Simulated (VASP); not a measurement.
## Se: relaxation of cell and atoms with PBE

The system is Se.

```
Se
1.0
     4.48005    0.00000    0.00000
    -2.24002    3.87984    0.00000
     0.00000    0.00000    4.10243
Se
2
Direct
  0.33333 0.66667 0.00000
  0.66667 0.33333 0.00000
```

The cell was built from a structure type or drawn by symmetry, and may not be a known phase.

```
Program                : VASP 6.6.1
Task                   : relaxation of cell and atoms
Functional             : PBE
Potentials or basis    : VASP PAW PBE potentials, release 64 (Se)
Cutoff                 : 600 eV
k mesh                 : 12 × 12 × 14
Occupations            : gaussian, width 0.1 eV
Spin                   : no spin polarisation
Dipole correction      : no
Further INCAR settings : ALGO = Normal; EDIFF = 1e-06; IBRION = 2; EDIFFG = -0.01; NSW = 100; ISIF = 3
```

```yaml
Pressure_after_relaxing: 0.0 GPa
Band_gap_on_the_k_mesh: zero (bands 6 and 7 overlap by 1.09 eV)
```

Final structure:
```
CELL_PARAMETERS angstrom
4.48005 0.00000 0.00000
-2.24002 3.87984 0.00000
0.00000 0.00000 4.10243
ATOMIC_POSITIONS crystal
Se 0.33333 0.66667 0.00000
Se 0.66667 0.33333 0.00000
```

Levels at points of the mesh, in eV from the Fermi level:
```csv
k point,band 3,band 4,band 5,band 6,band 7,band 8,band 9,band 10
"(0.00, 0.00, 0.00)",-4.72,-4.72,-2.83,-0.04,-0.04,1.18,3.73,6.66
"(0.50, 0.00, 0.00)",-5.48,-3.41,-1.76,-0.55,1.46,2.81,5.67,5.96
"(0.00, 0.00, 0.50)",-4.61,-4.61,-4.32,0.14,0.14,0.28,6.94,7.85
"(0.50, 0.00, 0.50)",-5.35,-3.21,-3.10,-1.80,1.55,2.91,5.74,6.43
```

Wall time 39 s on 1 thread of Intel(R) Xeon(R) 6975P-C (Granite Rapids) (shared host), peak memory 0.28 GiB.

Caveat: the relaxation stopped at its first step, so nothing moved; this functional lacks dispersion, which binds the layers, so the pressure and a relaxed spacing across them are unreliable.
